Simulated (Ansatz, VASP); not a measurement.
# One calculation of Au, two programs

```
Au
1.0
     0.00000    2.06152    2.06152
     2.06152    0.00000    2.06152
     2.06152    2.06152    0.00000
Au
1
Direct
  0.00000 0.00000 0.00000
```

Alike in both runs: task single point; functional r2SCAN; k mesh 13 × 13 × 13; occupations fermi-dirac, width 0.6 eV; no spin polarisation.

|  | VASP | Ansatz |
| --- | --- | --- |
| version | VASP 6.6.1 | Ansatz 0.2.0 |
| potentials or method | VASP PAW PBE potentials, release 64 (Au), cutoff 520 eV | plane waves (500 eV) with PAW, scalar-relativistic |
| valence electrons in the cell | 11 | 19 |

VASP gave:

```
pressure (GPa) : 1.8
```

Problem. Which values does Ansatz return?

Solution. Pressure (GPa): 1.6.

VASP's potentials were made for PBE, not for r2SCAN. VASP's potentials hold 11 valence electrons a cell and Ansatz's 19, so a difference there can come from the potentials and not from the codes.

Spin-orbit coupling is off throughout.
